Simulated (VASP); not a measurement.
# Zr (Im-3m) in VASP: notebook

The runs below take Zr through single point, with PBE.

Everything below comes from runs of VASP 6.6.1. Logs are shortened: lines on timing, memory, paths and dates and some standing lists are left out, and cuts for length are marked.

## 1. The cell of the first run

It takes space group Im-3m (No. 229, cubic). Conventional cell: a = 3.559 Å, b = 3.559 Å, c = 3.559 Å, α = 90.00°, β = 90.00°, γ = 90.00°. Zr (site symmetry m-3m) has 14 Zr at 3.08 to 3.56 Å within 4.1 Å.

## 2. Single point, PBE (volume scaled by 0.95)

File INCAR:

```
SYSTEM = Zr
PREC = Accurate
ENCUT = 520
EDIFF = 1E-7
ISMEAR = -1
SIGMA = 0.08
LREAL = .FALSE.
LASPH = .TRUE.
NELM = 100
ALGO = Normal
ISIF = 2
LWAVE = .FALSE.
LCHARG = .FALSE.
GGA = PE
NBANDS = 12
```

File KPOINTS:

```
regular mesh
0
G
  14 14 14
  0 0 0
```

File POSCAR:

```
Zr
1.0
   -1.7793161062      1.7793161062      1.7793161062
    1.7793161062     -1.7793161062      1.7793161062
    1.7793161062      1.7793161062     -1.7793161062
Zr
1
Direct
    0.0000000000      0.0000000000      0.0000000000
```

Potentials or basis: VASP PAW PBE potentials, release 64 (Zr_sv).

Launch:

```bash
$ cat potpaw_PBE.64/Zr_sv/POTCAR > POTCAR
$ mpirun -np 1 vasp_std > vasp.out
```

OUTCAR:

```text
SYSTEM = Zr
   PREC = Accurate
   ENCUT = 520
   EDIFF = 1E-7
   ISMEAR = -1
   LREAL = .FALSE.
   LASPH = .TRUE.
   NELM = 100
   ISIF = 2
   GGA = PE

 ion  position               nearest neighbor table
   1  0.000  0.000  0.000-

  LATTYP: Found a body centered cubic cell.
 ALAT       =     3.5586322124

  Lattice vectors:

 A1 = (  -1.7793161062,   1.7793161062,   1.7793161062)
 A2 = (   1.7793161062,  -1.7793161062,   1.7793161062)
 A3 = (   1.7793161062,   1.7793161062,  -1.7793161062)

Analysis of symmetry for initial positions (statically):
=====================================================================
 Subroutine PRICEL returns:
 Original cell was already a primitive cell.

 Routine SETGRP: Setting up the symmetry group for a
 body centered cubic supercell.

 Subroutine GETGRP returns: Found 48 space group operations
 (whereof 48 operations were pure point group operations)
 out of a pool of 48 trial point group operations.

The static configuration has the point symmetry O_h .

Analysis of symmetry for dynamics (positions and initial velocities):
=====================================================================
 Subroutine PRICEL returns:
 Original cell was already a primitive cell.

 Routine SETGRP: Setting up the symmetry group for a
 body centered cubic supercell.

 Subroutine GETGRP returns: Found 48 space group operations
 (whereof 48 operations were pure point group operations)
 out of a pool of 48 trial point group operations.

The dynamic configuration has the point symmetry O_h .

 Subroutine INISYM returns: Found 48 space group operations
 (whereof 48 operations are pure point group operations),
 and found     1 'primitive' translations

----------------------------------------------------------------------------------------

                                     Primitive cell

  volume of cell :      22.5330

  direct lattice vectors                    reciprocal lattice vectors
    -1.779316106  1.779316106  1.779316106     0.000000000  0.281006842  0.281006842
     1.779316106 -1.779316106  1.779316106     0.281006842  0.000000000  0.281006842
     1.779316106  1.779316106 -1.779316106     0.281006842  0.281006842  0.000000000

  length of vectors
     3.081865899  3.081865899  3.081865899     0.397403687  0.397403687  0.397403687

  position of ions in fractional coordinates (direct lattice)
     0.000000000  0.000000000  0.000000000

  ion indices of the primitive-cell ions
   primitive index   ion index
                 1           1

----------------------------------------------------------------------------------------

 KPOINTS: regular mesh

Automatic generation of k-mesh.
 Grid dimensions read from file:
 generate k-points for:   14   14   14

 Generating k-lattice:

  Cartesian coordinates                     Fractional coordinates (reciprocal lattice)
     0.000000000  0.020071917  0.020071917     0.071428571  0.000000000  0.000000000
     0.020071917  0.000000000  0.020071917     0.000000000  0.071428571  0.000000000
     0.020071917  0.020071917  0.000000000     0.000000000  0.000000000  0.071428571

  Length of vectors
     0.028385978  0.028385978  0.028385978

  Shift w.r.t. Gamma in fractional coordinates (k-lattice)
     0.000000000  0.000000000  0.000000000

 Subroutine IBZKPT returns following result:
 ===========================================

 Found    104 irreducible k-points:

 Following reciprocal coordinates:
            Coordinates               Weight
  0.000000  0.000000  0.000000      1.000000
  0.071429  0.000000  0.000000     12.000000
  0.142857  0.000000  0.000000     12.000000
  0.214286  0.000000  0.000000     12.000000
  0.285714  0.000000  0.000000     12.000000
  0.357143  0.000000  0.000000     12.000000
[... 16 lines left out ...]
  0.285714  0.285714  0.000000     24.000000
  0.357143  0.285714  0.000000     24.000000
 [... further k-points ...]
   k-points           NKPTS =    104   k-points in BZ     NKDIM =    104   number of bands    NBANDS=     12
   number of dos      NEDOS =    301   number of ions     NIONS =      1
   total plane-waves  NPLWV =  13824
   dimension x,y,z NGX =    24 NGY =   24 NGZ =   24
   dimension x,y,z NGXF=    48 NGYF=   48 NGZF=   48
   ions per type =               1
   NGX,Y,Z   is equivalent  to a cutoff of  12.95, 12.95, 12.95 a.u.
   NGXF,Y,Z  is equivalent  to a cutoff of  25.89, 25.89, 25.89 a.u.
 SYSTEM =  Zr
   PREC   = accura    normal or accurate (medium, high low for compatibility)
   ISTART =      0    job   : 0-new  1-cont  2-samecut
   ICHARG =      2    charge: 1-file 2-atom 10-const
   ISPIN  =      1    spin polarized calculation?
   LNONCOLLINEAR =      F non collinear calculations
   LSORBIT =      F    spin-orbit coupling
   LASPH  =      T    aspherical Exc in radial PAW
   ENCUT  =  520.0 eV  38.22 Ry    6.18 a.u.   5.73  5.73  5.73*2*pi/ulx,y,z
   NELM   =    100;   NELMIN=  2; NELMDL= -5     # of ELM steps
   EDIFF  = 0.1E-06   stopping-criterion for ELM
   LREAL  =      F    real-space projection
   EDIFFG = 0.1E-05   stopping-criterion for IOM
   NSW    =      0    number of steps for IOM
   IBRION =     -1    ionic relax: 0-MD 1-quasi-New 2-CG
   NFREE  =      0    steps in history (QN), initial steepest desc. (CG)
   ISIF   =      2    stress and relaxation
   ISYM   =      2    0-nonsym 1-usesym 2-fastsym
   POTIM  = 0.5000    time-step for ionic-motion
   TEBEG  =    0.0;   TEEND  =   0.0 temperature during run
   PSTRESS=    0.0 pullay stress
   NELECT =      12.0000    total number of electrons
   NUPDOWN=      -1.0000    fix difference up-down
   EMIN   =  10.00;   EMAX   =-10.00  energy-range for DOS
   EFERMI =   0.00;   METHOD = LEGACY
   ISMEAR =    -1;   SIGMA  =   0.08  broadening in eV -4-tet -1-fermi 0-gaus
   EFERMI_NEDOS =   21; number of points for ismear=-14 and -15
   IALGO  =     38    algorithm
   IMIX   =      4    mixing-type and parameters
     AMIX     =   0.40;   BMIX     =  1.00
     AMIX_MAG =   1.60;   BMIX_MAG =  1.00
  volume/ion in A,a.u.               =      22.53       152.06
  Fermi-wavevector in a.u.,A,eV,Ry     =   1.326973  2.507616 23.957924  1.760858
  Thomas-Fermi vector in A             =   2.456320
   LORBIT       =      0    0 simple, 1 ext, 2 COOP (PROOUT), +10 PAW based schemes
   GGA     = PE    functional components
   LHFCALC =     F    Hartree Fock is set to
   AEXX    =    0.0000 exact exchange contribution
   IVDW    =     0    specifies the selected vdW correction
   LEPSILON=     F    determine dielectric tensor
   LRPA    =     F    only Hartree local field effects (RPA)
 non-spin polarized calculation
  energy-cutoff  :      520.00
  volume of cell :       22.53
 maximum number of plane-waves:       623
   NGX = 11   NGY = 11   NGZ = 11

 number of electron      12.0000000 magnetization

 Free energy of the ion-electron system (eV)
  ---------------------------------------------------
  ext. energy  EPLUGINS =         0.00000000
  ---------------------------------------------------
  free energy    TOTEN  =        -8.45378386 eV

  energy without entropy =       -8.41637325  energy(sigma->0) =       -8.43507855

 E-fermi :   9.0768     XC(G=0): -11.2253

 val. band max:        9.0740180433   @ k =   0.5000   0.5000   0.1429
 cond. band min:       9.0786192148   @ k =   0.2857   0.2857   0.0000
 fundamental gap:      0.0046011715
 Fermi energy:         9.0767929853

 k-point     1 :       0.0000    0.0000    0.0000
  band No.  band energies     occupation
      1     -39.3513      2.00000
      2     -16.8164      2.00000
      3     -16.8164      2.00000
      4     -16.8164      2.00000
      5       3.6565      2.00000
      6      10.2165      0.00000
      7      10.2165      0.00000
      8      10.2165      0.00000
      9      12.7752      0.00000
     10      12.7752      0.00000
     11      21.5722      0.00000
     12      21.5722      0.00000

 k-point     2 :       0.0714    0.0000    0.0000
  band No.  band energies     occupation
      1     -39.3429      2.00000
      2     -16.8734      2.00000
      3     -16.8336      2.00000
      4     -16.8168      2.00000
      5       3.8366      2.00000
      6      10.0950      0.00001
      7      10.1754      0.00000
      8      10.3913      0.00000
      9      12.5872      0.00000
     10      12.7731      0.00000
     11      21.7316      0.00000
     12      21.8973      0.00000

 k-point     3 :       0.1429    0.0000    0.0000
  band No.  band energies     occupation
      1     -39.3192      2.00000
      2     -17.0307      2.00000
      3     -16.8817      2.00000
      4     -16.8181      2.00000
      5       4.3434      2.00000
      6       9.7782      0.00031
      7       9.9905      0.00002
      8      10.9063      0.00000
      9      12.2874      0.00000
     10      12.7845      0.00000
     11      22.0610      0.00000
     12      22.8202      0.00000

 k-point     4 :       0.2143    0.0000    0.0000
  band No.  band energies     occupation
      1     -39.2848      2.00000
      2     -17.2516      2.00000
      3     -16.9502      2.00000
      4     -16.8200      2.00000
      5       5.0643      2.00000
      6       9.3695      0.05026
      7       9.6507      0.00153
      8      11.7313      0.00000
      9      12.2393      0.00000
     10      12.8463      0.00000
     11      22.0356      0.00000
     12      23.4734      0.00000

 k-point     5 :       0.2857    0.0000    0.0000
  band No.  band energies     occupation
      1     -39.2462      2.00000
      2     -17.4889      2.00000
      3     -17.0252      2.00000
      4     -16.8221      2.00000
      5       5.7681      2.00000
      6       8.9670      1.59556
      7       9.4555      0.01744
      8      12.4342      0.00000
      9      12.8080      0.00000
     10      12.9842      0.00000
     11      21.2757      0.00000
     12      22.6166      0.00000
[... 228 lines left out ...]
      1     -39.1783      2.00000
      2     -17.7054      2.00000
      3     -17.2566      2.00000
      4     -16.9249      2.00000
      5       7.1734      2.00000
      6       8.4245      1.99942
      7       9.1965      0.36599
      8      12.4663      0.00000
      9      13.5006      0.00000
     10      16.0696      0.00000
     11      19.5084      0.00000
     12      21.4158      0.00000

 k-point    22 :       0.3571    0.2143    0.0000
  band No.  band energies     occupation
      1     -39.1650      2.00000
      2     -17.7353      2.00000
      3     -17.3257      2.00000
      4     -16.9310      2.00000
      5       7.2060      2.00000
      6       8.4477      1.99923
      7       9.4027      0.03346
      8      12.6490      0.00000
      9      13.5954      0.00000
     10      17.0892      0.00000
     11      18.5750      0.00000
     12      20.6049      0.00000

 k-point    23 :       0.2857    0.2857    0.0000
  band No.  band energies     occupation
      1     -39.1631      2.00000
      2     -17.6765      2.00000
      3     -17.3915      2.00000
      4     -16.9436      2.00000
      5       7.5466      2.00000
      6       8.3931      1.99961
      7       9.0786      0.98859
      8      12.7576      0.00000
      9      13.4367      0.00000
     10      17.4421      0.00000
     11      18.4023      0.00000
     12      20.5793      0.00000

 k-point    24 :       0.3571    0.2857    0.0000
  band No.  band energies     occupation
      1     -39.1577      2.00000
      2     -17.6358      2.00000
      3     -17.4712      2.00000
      4     -16.9491      2.00000
      5       7.6393      2.00000
      6       8.5151      1.99822
      7       8.9445      1.67878
      8      12.9576      0.00000
      9      13.3904      0.00000
     10      17.8766      0.00000
     11      18.3448      0.00000
     12      19.8089      0.00000

 [... further k-points ...]

------------------------ aborting loop because EDIFF is reached ----------------------------------------

  FORCE on cell =-STRESS in cart. coord.  units (eV):
  Direction    XX          YY          ZZ          XY          YZ          ZX
  --------------------------------------------------------------------------------------
  -------------------------------------------------------------------------------------
  Total        0.1816146      0.1816146      0.1816146     -0.0000000     -0.0000000      0.0000000
  in kB       12.9134412     12.9134412     12.9134412     -0.0000000     -0.0000000      0.0000000
  external PRESSURE =      12.9134412 kB  Pullay stress =       0.0000000 kB

 VOLUME and BASIS-vectors are now :
 -----------------------------------------------------------------------------
  energy-cutoff  :      520.00
  volume of cell :       22.53
      direct lattice vectors                 reciprocal lattice vectors
    -1.779316106  1.779316106  1.779316106     0.000000000  0.281006842  0.281006842
     1.779316106 -1.779316106  1.779316106     0.281006842  0.000000000  0.281006842
     1.779316106  1.779316106 -1.779316106     0.281006842  0.281006842  0.000000000

 POSITION                                       TOTAL-FORCE (eV/Angst)
 -----------------------------------------------------------------------------------
      0.00000      0.00000      0.00000         0.000000      0.000000     -0.000000
 -----------------------------------------------------------------------------------
    total drift:                                0.000000      0.000000      0.000000

  FREE ENERGIE OF THE ION-ELECTRON SYSTEM (eV)
  ---------------------------------------------------
  free  energy   TOTEN  =        -8.4537838637 eV

  energy  without entropy=       -8.4163732452  energy(sigma->0) =       -8.43507855
```

Run time: 11 s. Hardware: 1 thread of Intel Xeon Platinum 8488C (Sapphire Rapids), shared host; peak memory 0.15 GiB.

What came out:

```
Free energy            : -8.4538 eV
Pressure               : 1.3 GPa
Band gap on the k mesh : zero (band 6 reaches 10.22 eV, above the bottom of band 7 at 8.42 eV)
```

## 3. Single point, PBE (volume scaled by 0.975)

File INCAR:

```
SYSTEM = Zr
ALGO = Normal
EDIFF = 1E-7
ENCUT = 520
GGA = PE
ISIF = 2
ISMEAR = -1
LASPH = .True.
LCHARG = .False.
LREAL = .False.
LWAVE = .False.
NBANDS = 12
NELM = 80
PREC = Accurate
SIGMA = 0.08
```

File KPOINTS:

```
k-points
0
Gamma
  14 14 14
  0 0 0
```

File POSCAR:

```
Zr
1.0
   -1.7947891968      1.7947891968      1.7947891968
    1.7947891968     -1.7947891968      1.7947891968
    1.7947891968      1.7947891968     -1.7947891968
Zr
1
Direct
    0.0000000000      0.0000000000      0.0000000000
```

Potentials or basis: VASP PAW PBE potentials, release 64 (Zr_sv).

Launch:

```bash
$ cat potpaw_PBE.64/Zr_sv/POTCAR > POTCAR
$ mpirun -np 1 vasp_std > vasp.out
```

OUTCAR:

```text
SYSTEM = Zr
   EDIFF = 1E-7
   ENCUT = 520
   GGA = PE
   ISIF = 2
   ISMEAR = -1
   LASPH = .True.
   LREAL = .False.
   NELM = 80
   PREC = Accurate

 ion  position               nearest neighbor table
   1  0.000  0.000  0.000-

  LATTYP: Found a body centered cubic cell.
 ALAT       =     3.5895783936

  Lattice vectors:

 A1 = (  -1.7947891968,   1.7947891968,   1.7947891968)
 A2 = (   1.7947891968,  -1.7947891968,   1.7947891968)
 A3 = (   1.7947891968,   1.7947891968,  -1.7947891968)

Analysis of symmetry for initial positions (statically):
[... 528 lines left out ...]
      5       7.3944      2.00000
      6       8.2363      1.99793
      7       8.6363      1.73327
      8      12.5681      0.00000
      9      12.9823      0.00000
     10      17.3216      0.00000
     11      17.7854      0.00000
     12      19.2290      0.00000

 [... further k-points ...]
[... 5 lines left out ...]
  --------------------------------------------------------------------------------------
  -------------------------------------------------------------------------------------
  Total       -0.1412328     -0.1412328     -0.1412328     -0.0000000     -0.0000000      0.0000000
  in kB       -9.7846593     -9.7846593     -9.7846593     -0.0000000     -0.0000000      0.0000000
  external PRESSURE =      -9.7846593 kB  Pullay stress =       0.0000000 kB

 VOLUME and BASIS-vectors are now :
 -----------------------------------------------------------------------------
  energy-cutoff  :      520.00
  volume of cell :       23.13
      direct lattice vectors                 reciprocal lattice vectors
    -1.794789197  1.794789197  1.794789197     0.000000000  0.278584249  0.278584249
     1.794789197 -1.794789197  1.794789197     0.278584249  0.000000000  0.278584249
     1.794789197  1.794789197 -1.794789197     0.278584249  0.278584249  0.000000000

 POSITION                                       TOTAL-FORCE (eV/Angst)
 -----------------------------------------------------------------------------------
      0.00000      0.00000      0.00000        -0.000000      0.000000      0.000000
 -----------------------------------------------------------------------------------
    total drift:                                0.000000      0.000000     -0.000000

  FREE ENERGIE OF THE ION-ELECTRON SYSTEM (eV)
  ---------------------------------------------------
  free  energy   TOTEN  =        -8.4545567445 eV

  energy  without entropy=       -8.4153491798  energy(sigma->0) =       -8.43495296
```

Wall time 11 s (1 thread of Intel Xeon Platinum 8488C (Sapphire Rapids), shared host); peak memory 0.15 GiB.

What came out:

* Free energy: -8.4546 eV
* Pressure: -1.0 GPa
* Band gap on the k mesh: zero (band 6 reaches 9.91 eV, above the bottom of band 7 at 8.15 eV)

(Continued in part 2 of 2.)
